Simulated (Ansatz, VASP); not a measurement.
# Te: VASP beside Ansatz

Contents of INCAR:

```
ALGO     = Normal         # electronic algorithm
EDIFF    = 1E-6           # SCF threshold, eV
ENCUT    = 520            # plane-wave cutoff, eV
GGA      = PE             # functional
ISIF     = 2              # what is computed and relaxed
ISMEAR   = 0              # smearing method
LASPH    = True           # aspherical terms in the spheres
LCHARG   = False          # write CHGCAR
LREAL    = False          # projectors in reciprocal space
LWAVE    = False          # write WAVECAR
NBANDS   = 16             # bands
NELM     = 80             # most SCF steps
PREC     = Accurate       # precision mode
SIGMA    = 0.05           # smearing width, eV
```

The input KPOINTS:

```
k-points
0
Gamma
  9 9 6
```

File POSCAR:

```
Te
1.0
    4.7006483692      0.0000000000      0.0000000000
   -2.3503241847      4.0708809020      0.0000000000
    0.0000000000      0.0000000000      6.1586227500
Te
3
Direct
    0.7462881471     -0.0059922925      0.3333333333
    0.0059922925      0.7522804396      0.6666666667
    0.2477195604      0.2537118529      0.0000000000
```

Input for Ansatz:

```yaml
crystal:
  lattice:
    - [4.7006483692, 0.0, 0.0]
    - [-2.3503241847, 4.070880902, 0.0]
    - [0.0, 0.0, 6.15862275]
  atoms:
    - { symbol: Te, position: [0.7462881471, -0.0059922925, 0.3333333333] }
    - { symbol: Te, position: [0.0059922925, 0.7522804396, 0.6666666667] }
    - { symbol: Te, position: [0.2477195604, 0.2537118529, 0.0] }
basis:
  ecutwfc: 420
kpoints:
  mp_grid: { grid: [9, 9, 6] }
hamiltonian:
  xc: pbe
scf:
  occupations: { method: gaussian, width: 0.05 }
output:
  forces: true
  stress: true
  eigenvalues: true
  populations: true
```

Alike in both runs: task single point; functional PBE; k mesh 9 × 9 × 6; occupations gaussian, width 0.05 eV; no spin polarisation.

|  | VASP | Ansatz |
| --- | --- | --- |
| version | VASP 6.6.1 | Ansatz 0.2.0 |
| potentials or method | VASP PAW PBE potentials, release 64 (Te), cutoff 520 eV | scalar-relativistic, plane waves, PAW |
| valence electrons in the cell | 18 | 48 |

VASP gave:

- gap on the k mesh at the Fermi level (eV): 0.19
- least direct gap on the mesh (eV): 0.19
- pressure (GPa): -2.2
- traceless stress, the component that is largest in VASP (GPa): -1.06
- rms of the force components (eV/Å): 0.085

Task: Estimate Ansatz's values.

Result: gap on the k mesh at the Fermi level (eV): 0.21; least direct gap on the mesh (eV): 0.21; pressure (GPa): -2.2; traceless stress, the component that is largest in VASP (GPa): -1.07; rms of the force components (eV/Å): 0.089.

Atom by atom the forces differ by 0.004 eV/Å (rms over components). VASP's potentials hold 18 valence electrons a cell and Ansatz's 48, so a difference there can come from the potentials and not from the codes.

Neither program's run includes spin-orbit coupling.
